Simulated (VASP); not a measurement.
Here is a VASP 6.6.1 calculation.

File POSCAR:

```
Sb
1.0
    4.1051829901      0.0000000000      0.0000000000
   -2.0525914950      3.5551927566      0.0000000000
    0.0000000000      0.0000000000     26.8552477996
Sb
2
Direct
    0.3333333333      0.6666666667      0.3149797958
    0.6666666667      0.3333333333      0.3749272212
```

INCAR.step1

```
SYSTEM = Sb
PREC = Accurate ; ENCUT = 520
ISMEAR = 0 ; SIGMA = 0.01
LREAL = .False. ; LASPH = .True.
NELM = 100 ; LDIPOL = .True.
IDIPOL = 3 ; DIPOL = 0.5 0.5 0.345
NBANDS = 12 ; GGA = PE
ALGO = Normal ; EDIFF = 1E-4
LWAVE = .True. ; LCHARG = .False.
```

File INCAR.step2:

```
SYSTEM = Sb
PREC = Accurate ; ENCUT = 520
EDIFF = 1E-6 ; ISMEAR = 0
SIGMA = 0.01 ; LREAL = .False.
LASPH = .True. ; NELM = 100
ALGO = Normal ; ISIF = 2
LWAVE = .False. ; LCHARG = .True.
LDIPOL = .True. ; IDIPOL = 3
DIPOL = 0.5 0.5 0.345 ; METAGGA = R2SCAN
LMIXTAU = .True. ; LELF = .True.
LVHAR = .True. ; LVACPOTAV = .True.
NBANDS = 12 ; ISTART = 1
```

Contents of KPOINTS:

```
regular mesh
0
Gamma
  12 12 1
  0 0 0
```

Potentials or basis: VASP PAW PBE potentials, release 64 (Sb).

Run with:

```console
$ cat potpaw_PBE.64/Sb/POTCAR > POTCAR
$ cp INCAR.step1 INCAR
$ mpirun -np 1 vasp_std > vasp.out
$ cp INCAR.step2 INCAR
$ mpirun -np 1 vasp_std > vasp.out
```

What does it give for the band gap on the k mesh?

1.62 eV (least direct gap 2.00 eV).

Predict the largest force.

0.122 eV/Å.

Estimate the ionisation potential of the upper face.

5.19 eV.

Forces on the atoms (eV/Å):
```
Sb   0.000  0.000 -0.122
Sb   0.000  0.000  0.122
```

Caveat: the PAW data sets were made with another functional, which shifts forces and pressure a little; spin-orbit coupling is left out, which moves the levels of the heavy elements.
